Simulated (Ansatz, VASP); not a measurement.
One calculation of AlCrC2N2, two programs

```xyz
6
Lattice="5.2906 -2.6562 -0.0265 5.2906 2.6562 -0.0265 -0.8961 0.0000 2.9960" Properties=species:S:1:pos:R:3 pbc="T T T"
Al    0.0000    0.0000    0.0000
Cr    4.8425    0.0000    1.4715
C     7.8073    0.0000    2.3753
C     1.8777    0.0000    0.5677
N     6.6831    0.0000    2.0343
N     3.0019    0.0000    0.9086
```

Alike in both runs: functional PBE; k mesh 4 × 4 × 6; occupations gaussian, width 0.1 eV; collinear spin.

Ansatz relaxed the structure, and its values are those at the end. VASP's run is a single point on that final structure, the one shown.

|  | VASP | Ansatz |
| --- | --- | --- |
| version | VASP 6.6.1 | Ansatz 0.2.0 |
| potentials or method | VASP PAW PBE potentials, release 64 (Al, Cr_pv, C, N), cutoff 520 eV | scalar-relativistic, plane waves, PAW |
| valence electrons in the cell | 33 | 35 |

Ansatz gave:

| Property | Result |
| --- | --- |
| gap on the k mesh at the Fermi level (eV) | none |
| pressure (GPa) | 0.0 |
| rms of the force components (eV/Å) | 0.007 |
| net moment per atom (μB) | 0.58 |
| size of the moment on the site where the two differ most (μB) | 2.59 |

**Question.** What did VASP give for the same quantities?

**Answer.** gap on the k mesh at the Fermi level (eV): none; pressure (GPa): 0.4; rms of the force components (eV/Å): 0.168; net moment per atom (μB): 0.58; size of the moment on the site where the two differ most (μB): 3.24.

Site moments also hang on the region over which each program counts them. A gap of «none» marks a metal or a gap that the smearing closes. VASP's potentials hold 33 valence electrons a cell and Ansatz's 35, so a difference there can come from the potentials and not from the codes.

Noted on VASP's run: the standard files for N, O and F lose accuracy on very short bonds.
